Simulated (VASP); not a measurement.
# Ag (P6_3/mmc) in VASP: notebook

Ag is run at these levels: PBEsol; tasks: single point.

Everything below comes from runs of VASP 6.6.1. Logs are shortened: lines on timing, memory, paths and dates and some standing lists are left out, and cuts for length are marked.

## 1. The cell of the first run

It takes space group P6_3/mmc (No. 194, hexagonal). Conventional cell: a = 2.696 Å, b = 2.696 Å, c = 4.407 Å, α = 90.00°, β = 90.00°, γ = 120.00°. Within 3.6 Å of Ag (site symmetry -6m2) lie 12 Ag at 2.70 Å.

This isn't the form of Ag at room conditions, which is fcc.

## 2. Single point, PBEsol (strain -0.080 along x and y, -0.080 along z)

File INCAR:

```
SYSTEM = Ag
  ALGO = Normal
  EDIFF = 1E-6
  ENCUT = 520
  GGA = PS
  ISIF = 2
  ISMEAR = 0
  LASPH = .True.
  LCHARG = .True.
  LELF = .True.
  LREAL = .False.
  LVHAR = .True.
  LWAVE = .False.
  NBANDS = 18
  NELM = 60
  PREC = Accurate
  SIGMA = 0.15
```

File KPOINTS:

```
k-points
0
Gamma
  18 18 10
  0 0 0
```

File POSCAR:

```
Ag
1.0
    2.6955982340      0.0000000000      0.0000000000
   -1.3477991170      2.3344565490      0.0000000000
    0.0000000000      0.0000000000      4.4068000000
Ag
2
Direct
    0.3333333333      0.6666666667      0.2500000000
    0.6666666667      0.3333333333      0.7500000000
```

Potentials or basis: VASP PAW PBE potentials, release 64 (Ag).

Started as:

```bash
$ cat potpaw_PBE.64/Ag/POTCAR > POTCAR
$ mpirun -np 1 vasp_std > vasp.out
```

OUTCAR:

```text
SYSTEM = Ag
   EDIFF = 1E-6
   ENCUT = 520
   GGA = PS
   ISIF = 2
   ISMEAR = 0
   LASPH = .True.
   LREAL = .False.
   NELM = 60
   PREC = Accurate

 ion  position               nearest neighbor table
   1  0.333  0.667  0.250-   2 2.70   2 2.70   2 2.70   2 2.70   2 2.70   2 2.70
   2  0.667  0.333  0.750-   1 2.70   1 2.70   1 2.70   1 2.70   1 2.70   1 2.70

  LATTYP: Found a hexagonal cell.
 ALAT       =     2.6955982340
 C/A-ratio  =     1.6348133577

  Lattice vectors:

 A1 = (   2.6955982340,   0.0000000000,   0.0000000000)
 A2 = (  -1.3477991170,   2.3344565490,   0.0000000000)
 A3 = (   0.0000000000,   0.0000000000,   4.4068000000)

Analysis of symmetry for initial positions (statically):
=====================================================================
 Subroutine PRICEL returns:
 Original cell was already a primitive cell.

 Routine SETGRP: Setting up the symmetry group for a
 hexagonal supercell.

 Subroutine GETGRP returns: Found 24 space group operations
 (whereof 12 operations were pure point group operations)
 out of a pool of 24 trial point group operations.

The static configuration has the point symmetry D_3d.
 The point group associated with its full space group is D_6h.

Analysis of symmetry for dynamics (positions and initial velocities):
=====================================================================
 Subroutine PRICEL returns:
 Original cell was already a primitive cell.

 Routine SETGRP: Setting up the symmetry group for a
 hexagonal supercell.

 Subroutine GETGRP returns: Found 24 space group operations
 (whereof 12 operations were pure point group operations)
 out of a pool of 24 trial point group operations.

The dynamic configuration has the point symmetry D_3d.
 The point group associated with its full space group is D_6h.

 Subroutine INISYM returns: Found 24 space group operations
 (whereof 12 operations are pure point group operations),
 and found     1 'primitive' translations

----------------------------------------------------------------------------------------

                                     Primitive cell

  volume of cell :      27.7309

  direct lattice vectors                    reciprocal lattice vectors
     2.695598234  0.000000000  0.000000000     0.370975165  0.214182611  0.000000000
    -1.347799117  2.334456549  0.000000000     0.000000000  0.428365223  0.000000000
     0.000000000  0.000000000  4.406800000     0.000000000  0.000000000  0.226922030

  length of vectors
     2.695598234  2.695598234  4.406800000     0.428365223  0.428365223  0.226922030

  position of ions in fractional coordinates (direct lattice)
     0.333333333  0.666666667  0.250000000
     0.666666667  0.333333333  0.750000000

  ion indices of the primitive-cell ions
   primitive index   ion index
                 1           1
                 2           2

----------------------------------------------------------------------------------------

 KPOINTS: k-points

Automatic generation of k-mesh.
 Grid dimensions read from file:
 generate k-points for:   18   18   10

 Generating k-lattice:

  Cartesian coordinates                     Fractional coordinates (reciprocal lattice)
     0.020609731  0.011899034  0.000000000     0.055555556 -0.000000000  0.000000000
     0.000000000  0.023798068  0.000000000     0.000000000  0.055555556  0.000000000
     0.000000000  0.000000000  0.022692203     0.000000000  0.000000000  0.100000000

  Length of vectors
     0.023798068  0.023798068  0.022692203

  Shift w.r.t. Gamma in fractional coordinates (k-lattice)
     0.000000000  0.000000000  0.000000000

 Subroutine IBZKPT returns following result:
 ===========================================

 Found    222 irreducible k-points:

 Following reciprocal coordinates:
            Coordinates               Weight
  0.000000  0.000000  0.000000      1.000000
  0.055556 -0.000000  0.000000      6.000000
  0.111111 -0.000000  0.000000      6.000000
  0.166667  0.000000  0.000000      6.000000
  0.222222 -0.000000  0.000000      6.000000
  0.277778  0.000000  0.000000      6.000000
[... 16 lines left out ...]
  0.333333  0.111111  0.000000     12.000000
  0.388889  0.111111  0.000000     12.000000
 [... further k-points ...]
   k-points           NKPTS =    222   k-points in BZ     NKDIM =    222   number of bands    NBANDS=     18
   number of dos      NEDOS =    301   number of ions     NIONS =      2
   total plane-waves  NPLWV =  14400
   dimension x,y,z NGX =    20 NGY =   20 NGZ =   36
   dimension x,y,z NGXF=    40 NGYF=   40 NGZF=   72
   ions per type =               2
   NGX,Y,Z   is equivalent  to a cutoff of  12.33, 12.33, 13.58 a.u.
   NGXF,Y,Z  is equivalent  to a cutoff of  24.67, 24.67, 27.16 a.u.
 SYSTEM =  Ag
   PREC   = accura    normal or accurate (medium, high low for compatibility)
   ISTART =      0    job   : 0-new  1-cont  2-samecut
   ICHARG =      2    charge: 1-file 2-atom 10-const
   ISPIN  =      1    spin polarized calculation?
   LNONCOLLINEAR =      F non collinear calculations
   LSORBIT =      F    spin-orbit coupling
   LASPH  =      T    aspherical Exc in radial PAW
   ENCUT  =  520.0 eV  38.22 Ry    6.18 a.u.   5.01  5.01  8.19*2*pi/ulx,y,z
   NELM   =     60;   NELMIN=  2; NELMDL= -5     # of ELM steps
   EDIFF  = 0.1E-05   stopping-criterion for ELM
   LREAL  =      F    real-space projection
   EDIFFG = 0.1E-04   stopping-criterion for IOM
   NSW    =      0    number of steps for IOM
   IBRION =     -1    ionic relax: 0-MD 1-quasi-New 2-CG
   NFREE  =      0    steps in history (QN), initial steepest desc. (CG)
   ISIF   =      2    stress and relaxation
   ISYM   =      2    0-nonsym 1-usesym 2-fastsym
   POTIM  = 0.5000    time-step for ionic-motion
   TEBEG  =    0.0;   TEEND  =   0.0 temperature during run
   PSTRESS=    0.0 pullay stress
   NELECT =      22.0000    total number of electrons
   NUPDOWN=      -1.0000    fix difference up-down
   EMIN   =  10.00;   EMAX   =-10.00  energy-range for DOS
   EFERMI =   0.00;   METHOD = LEGACY
   ISMEAR =     0;   SIGMA  =   0.15  broadening in eV -4-tet -1-fermi 0-gaus
   EFERMI_NEDOS =   21; number of points for ismear=-14 and -15
   IALGO  =     38    algorithm
   IMIX   =      4    mixing-type and parameters
     AMIX     =   0.40;   BMIX     =  1.00
     AMIX_MAG =   1.60;   BMIX_MAG =  1.00
  volume/ion in A,a.u.               =      13.87        93.57
  Fermi-wavevector in a.u.,A,eV,Ry     =   1.515518  2.863913 31.249770  2.296793
  Thomas-Fermi vector in A             =   2.625031
   LORBIT       =      0    0 simple, 1 ext, 2 COOP (PROOUT), +10 PAW based schemes
   GGA     = PS    functional components
   LHFCALC =     F    Hartree Fock is set to
   AEXX    =    0.0000 exact exchange contribution
   IVDW    =     0    specifies the selected vdW correction
   LEPSILON=     F    determine dielectric tensor
   LRPA    =     F    only Hartree local field effects (RPA)
 non-spin polarized calculation
 Gauss-broadening in eV      SIGMA  =   0.15
  energy-cutoff  :      520.00
  volume of cell :       27.73
 maximum number of plane-waves:       768
 NGX is ok and might be reduce to    20
   NGX =  9   NGY =  9   NGZ = 17

 number of electron      22.0000001 magnetization

 Free energy of the ion-electron system (eV)
  ---------------------------------------------------
  ext. energy  EPLUGINS =         0.00000000
  ---------------------------------------------------
  free energy    TOTEN  =        -6.08562270 eV

  energy without entropy =       -6.07734173  energy(sigma->0) =       -6.08148222

 E-fermi :  11.4608     XC(G=0): -13.6895

 val. band max:       11.4567636684   @ k =   0.2222   0.2222   0.5000
 cond. band min:      11.5020291655   @ k =   0.0556   0.0556   0.0000
 fundamental gap:      0.0452654971
 Fermi energy:        11.4608227114

 k-point     1 :       0.0000    0.0000    0.0000
  band No.  band energies     occupation
      1       1.9692      2.00000
      2       3.5534      2.00000
      3       5.7877      2.00000
      4       5.9193      2.00000
      5       5.9193      2.00000
      6       6.2727      2.00000
[... 10 lines left out ...]
     17      32.3005      0.00000
     18      32.3005      0.00000

 k-point     2 :       0.0556   -0.0000    0.0000
  band No.  band energies     occupation
      1       2.0716      2.00000
      2       3.6206      2.00000
      3       5.6935      2.00000
      4       5.9836      2.00000
      5       6.0048      2.00000
      6       6.2442      2.00000
[... 10 lines left out ...]
     17      31.4967      0.00000
     18      31.7285      0.00000

 k-point     3 :       0.1111   -0.0000    0.0000
  band No.  band energies     occupation
      1       2.3692      2.00000
      2       3.8042      2.00000
      3       5.5308      2.00000
      4       6.1024      2.00000
      5       6.1723      2.00000
      6       6.2332      2.00000
[... 10 lines left out ...]
     17      30.0819      0.00000
     18      31.6986      0.00000

 k-point     4 :       0.1667    0.0000    0.0000
  band No.  band energies     occupation
      1       2.8269      2.00000
      2       4.0375      2.00000
      3       5.3788      2.00000
      4       6.0238      2.00000
      5       6.0486      2.00000
      6       6.4653      2.00000
[... 375 lines left out ...]
      4       5.6674      2.00000
      5       5.8159      2.00000
      6       6.2110      2.00000
[... 10 lines left out ...]
     17      27.3254      0.00000
     18      28.6818      0.00000

 k-point    23 :       0.3333    0.1111    0.0000
  band No.  band energies     occupation
      1       3.9922      2.00000
      2       4.3172      2.00000
      3       4.3524      2.00000
      4       5.7576      2.00000
      5       6.1351      2.00000
      6       6.3181      2.00000
[... 10 lines left out ...]
     17      25.3908      0.00000
     18      28.0451      0.00000

 k-point    24 :       0.3889    0.1111    0.0000
  band No.  band energies     occupation
      1       3.8809      2.00000
      2       4.1500      2.00000
      3       4.3315      2.00000
      4       5.7351      2.00000
      5       6.2014      2.00000
      6       6.4688      2.00000
[... 10 lines left out ...]
     17      24.0055      0.00000
     18      27.6521      0.00000

 [... further k-points ...]
[... 5 lines left out ...]
  --------------------------------------------------------------------------------------
  -------------------------------------------------------------------------------------
  Total        6.2689657      6.2689657      6.2920543      0.0000000     -0.0000000      0.0000000
  in kB      362.1947701    362.1947701    363.5287367      0.0000000     -0.0000000      0.0000000
  external PRESSURE =     362.6394256 kB  Pullay stress =       0.0000000 kB

 VOLUME and BASIS-vectors are now :
 -----------------------------------------------------------------------------
  energy-cutoff  :      520.00
  volume of cell :       27.73
      direct lattice vectors                 reciprocal lattice vectors
     2.695598234  0.000000000  0.000000000     0.370975165  0.214182611  0.000000000
    -1.347799117  2.334456549  0.000000000     0.000000000  0.428365223  0.000000000
     0.000000000  0.000000000  4.406800000     0.000000000  0.000000000  0.226922030

 POSITION                                       TOTAL-FORCE (eV/Angst)
 -----------------------------------------------------------------------------------
     -0.00000      1.55630      1.10170         0.000000     -0.000000      0.000000
      1.34780      0.77815      3.30510        -0.000000      0.000000      0.000000
 -----------------------------------------------------------------------------------
    total drift:                               -0.000000      0.000000     -0.000000

  FREE ENERGIE OF THE ION-ELECTRON SYSTEM (eV)
  ---------------------------------------------------
  free  energy   TOTEN  =        -6.0856227044 eV

  energy  without entropy=       -6.0773417303  energy(sigma->0) =       -6.08148222
```

Wall time 62 s (1 thread of Intel Xeon 8259CL, shared host); peak memory 0.21 GiB.

Results:

| Property | Result |
| --- | --- |
| Free energy | -6.0856 eV |
| Pressure | 36.3 GPa |
| Band gap on the k mesh | zero (bands 11 and 12 overlap by 8.40 eV) |

Caveat: the cell differs from its parent crystal (strain -0.080 along x and y, -0.080 along z); the cell stands under pressure; the PAW data sets were made with another functional, which shifts forces and pressure a little.

## 3. Single point, PBEsol (strain +0.080 along x and y, +0.080 along z)

File INCAR:

```
PREC = Accurate
ENCUT = 520
EDIFF = 1E-6
ISMEAR = 0
SIGMA = 0.15
LREAL = F
LASPH = T
NELM = 80
ALGO = Fast
ISIF = 2
LWAVE = F
LCHARG = T
GGA = PS
LELF = T
LVHAR = T
NBANDS = 18
```

File KPOINTS:

```
Automatic mesh
0
Gamma
  18 18 10
```

File POSCAR:

```
Ag
1.0
    3.1643979269      0.0000000000      0.0000000000
   -1.5821989634      2.7404489923      0.0000000000
    0.0000000000      0.0000000000      5.1732000000
Ag
2
Direct
    0.3333333333      0.6666666667      0.2500000000
    0.6666666667      0.3333333333      0.7500000000
```

Potentials or basis: VASP PAW PBE potentials, release 64 (Ag).

Started as:

```bash
$ cat potpaw_PBE.64/Ag/POTCAR > POTCAR
$ mpirun -np 1 vasp_std > vasp.out
```

Run time: 89 s. Hardware: 1 thread of Intel Xeon 8259CL, shared host; peak memory 0.27 GiB.

It converged, with:

```yaml
Free_energy: -5.8615 eV
Pressure: -14.9 GPa
Band_gap_on_the_k_mesh: zero (bands 11 and 12 overlap by 6.59 eV)
```

Stress tensor (GPa, compression positive):
```
-14.92   0.00   0.00
  0.00 -14.92   0.00
  0.00   0.00 -14.73
```

Levels at points of the mesh, in eV from the Fermi level:
```
           k point  band 7  band 8  band 9  band 10  band 11  band 12  band 13  band 14  band 15  band 16
(0.00, 0.00, 0.00)   -3.78   -3.56   -3.56    -2.93    -2.93     0.21     2.27    14.65    15.16    15.16
(0.50, 0.00, 0.00)   -3.26   -2.85   -2.82    -2.77     0.21     0.96     5.70     6.05     7.09     8.68
(0.00, 0.00, 0.50)   -3.66   -3.66   -3.13    -3.13    -3.13    -3.13     9.15     9.15    14.94    14.94
(0.50, 0.00, 0.50)   -2.94   -2.94   -2.80    -2.80     1.02     1.02     3.19     3.19    11.48    11.48
```

Caveat: the cell differs from its parent crystal (strain +0.080 along x and y, +0.080 along z); the cell stands under tension; the PAW data sets were made with another functional, which shifts forces and pressure a little.

## 4. Single point, PBEsol (strain -0.080 along x and y, -0.040 along z)

File INCAR:

```
ALGO = Normal
EDIFF = 1E-6
ENCUT = 520
GGA = PS
ISIF = 2
ISMEAR = 0
LASPH = True
LCHARG = False
LREAL = False
LWAVE = False
NBANDS = 18
NELM = 60
PREC = Accurate
SIGMA = 0.15
```

File KPOINTS:

```
k-points
0
Gamma
  18 18 10
```

File POSCAR:

```
Ag
1.0
    2.6955982340      0.0000000000      0.0000000000
   -1.3477991170      2.3344565490      0.0000000000
    0.0000000000      0.0000000000      4.5984000000
Ag
2
Direct
    0.3333333333      0.6666666667      0.2500000000
    0.6666666667      0.3333333333      0.7500000000
```

Started as:

```bash
$ cat potpaw_PBE.64/Ag/POTCAR > POTCAR
$ mpirun -np 1 vasp_std > vasp.out
```

Wall time 62 s (1 thread of Intel Xeon 8259CL, shared host); peak memory 0.21 GiB.

Results (log left out):

```yaml
Free_energy: -6.2915 eV
Pressure: 25.2 GPa
Band_gap_on_the_k_mesh: zero (bands 11 and 12 overlap by 8.39 eV)
```

Stress tensor (GPa, compression positive):
```
28.18  0.00  0.00
 0.00 28.18  0.00
 0.00  0.00 19.11
```

Levels at points of the mesh, in eV from the Fermi level:
```csv
k point,band 9,band 10,band 11,band 12,band 13,band 14
"(0.00, 0.00, 0.00)",-4.36,-3.21,-3.21,-1.32,3.93,16.29
"(0.50, 0.00, 0.00)",-2.87,-2.73,0.19,2.14,7.47,7.62
"(0.00, 0.00, 0.50)",-3.61,-3.61,-3.61,-3.61,11.41,11.41
"(0.50, 0.00, 0.50)",-2.79,-2.79,0.56,0.56,5.74,5.74
```

Caveat: the cell differs from its parent crystal (strain -0.080 along x and y, -0.040 along z); the cell stands under pressure; the PAW data sets were made with another functional, which shifts forces and pressure a little.

## 5. Overview

```tsv
cell	gap on the mesh (eV)	pressure (GPa)
a = 2.696, b = 2.696, c = 4.407 Å, angles 90.0, 90.0, 120.0°, 2 atoms	none	36.3
a = 3.164, b = 3.164, c = 5.173 Å, angles 90.0, 90.0, 120.0°, 2 atoms	none	-14.9
a = 2.696, b = 2.696, c = 4.598 Å, angles 90.0, 90.0, 120.0°, 2 atoms	none	25.2
```

Alike in all rows: task single point; level PBEsol; potentials or basis VASP PAW PBE potentials, release 64 (Ag); no spin polarisation; k mesh 18 × 18 × 10; cutoff (eV) 520; smearing gaussian 0.15 eV.

Caveats: the PAW data sets were made with another functional, which shifts forces and pressure a little; the cell stands under pressure (at least some runs); the cell stands under tension (at least some runs).

Absolute energies hang on the potentials; compare differences alone.
